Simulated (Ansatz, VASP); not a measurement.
## Cu in VASP and in Ansatz

Contents of INCAR:

```
ALGO = Fast ; EDIFF = 1E-6
ENCUT = 520 ; ISIF = 2
ISMEAR = -1 ; LASPH = True
LCHARG = False ; LREAL = False
LWAVE = False ; NBANDS = 18
NELM = 100 ; PREC = Accurate
SIGMA = 0.05
```

KPOINTS

```
k-points
0
Gamma
  11 11 11
```

File POSCAR:

```
Cu
1.0
    1.2019959458     -3.9226365845      0.0000000000
    1.2019959458      3.9226365845      0.0000000000
    0.0000000000      0.0000000000      2.4420387800
Cu
2
Direct
    0.8661333500      0.1338666500      0.7500000000
    0.1338666500      0.8661333500      0.2500000000
```

File input.yaml:

```yaml
crystal:
  lattice:
    - [1.2019959458, -3.9226365845, 0.0]
    - [1.2019959458, 3.9226365845, 0.0]
    - [0.0, 0.0, 2.44203878]
  atoms:
    - { symbol: Cu, position: [0.86613335, 0.13386665, 0.75] }
    - { symbol: Cu, position: [0.13386665, 0.86613335, 0.25] }
hamiltonian:
  xc: lda
  pseudopotentials: { kind: paw }
kpoints:
  mp_grid: { grid: [11, 11, 11] }
scf:
  occupations: { method: fermi_dirac, width: 0.05 }
output:
  forces: true
  stress: true
  eigenvalues: true
```

Alike in both runs: task single point; functional LDA; k mesh 11 × 11 × 11; occupations fermi-dirac, width 0.05 eV; no spin polarisation.

|  | VASP | Ansatz |
| --- | --- | --- |
| version | VASP 6.6.1 | Ansatz 0.2.0 |
| potentials or method | VASP PAW LDA potentials, release 64 (Cu) | Ansatz PAW |
| plane-wave cutoff (eV) | 520 | 420 |
| valence electrons in the cell | 22 | 38 |

```csv
,VASP,Ansatz,Ansatz less VASP
gap on the k mesh at the Fermi level (eV),none,none,-
pressure (GPa),-0.5,-1.5,-1.01
"traceless stress, the component that is largest in VASP (GPa)",-0.68,-0.76,-0.080
rms of the force components (eV/Å),0.010,0.006,-0.0036
```

LDA's correlation is that of Perdew and Zunger in VASP and of Perdew and Wang (1992) in Ansatz. Atom by atom the forces differ by 0.004 eV/Å (rms over components). A gap of «none» marks a metal or a gap that the smearing closes. VASP's potentials hold 22 valence electrons a cell and Ansatz's 38, so a difference there can come from the potentials and not from the codes.
